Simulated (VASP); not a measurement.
Write the native input for VASP 6.6.1 that does the following.

* Task: single point
* Functional: PBE
* Potentials or basis: VASP PAW PBE potentials, release 64 (Cd, S)
* Cutoff: 520 eV
* k mesh: 13 × 13 × 13
* Occupations: fermi-dirac, width 0.02 eV
* Spin: no spin polarisation
* Dipole correction: no
* Further INCAR settings: ALGO = Normal; EDIFF = 1e-06; NBANDS = 16

The structure of CdS (Hawleyite) lies in POSCAR:

```
CdS
1.0
    0.0000000000      2.9165000000      3.0039950000
    2.9165000000      0.0000000000      3.0039950000
    2.9165000000      2.9165000000      0.0000000000
Cd S
1 1
Direct
    0.0000000000      0.0000000000      0.0000000000
    0.2500000000      0.2500000000      0.2500000000
```

This cell differs from its parent crystal: z stretched by +3 %, then relaxed in part.

These files were run (other wordings do the same):

INCAR

```
PREC = Accurate ; ENCUT = 520
EDIFF = 1E-6 ; ISMEAR = -1
SIGMA = 0.02 ; LREAL = F
LASPH = T ; NELM = 80
ALGO = Normal ; ISIF = 2
LWAVE = F ; LCHARG = F
GGA = PE ; NBANDS = 16
```

KPOINTS

```
Automatic mesh
0
Gamma
  13 13 13
```

Potentials or basis: VASP PAW PBE potentials, release 64 (Cd, S).

Run with:

```bash
$ cat potpaw_PBE.64/Cd/POTCAR potpaw_PBE.64/S/POTCAR > POTCAR
$ mpirun -np 1 vasp_std > vasp.out
```

Results of the run:

| Item | Value |
| --- | --- |
| Pressure | 1.3 GPa |
| Band gap on the k mesh | 1.05 eV, direct |

Caveat: the cell differs from its parent crystal (z stretched by +3 %, then relaxed in part).

Wall time 3 min on 1 thread of Intel Xeon 6975P-C (shared host), peak memory 0.29 GiB.
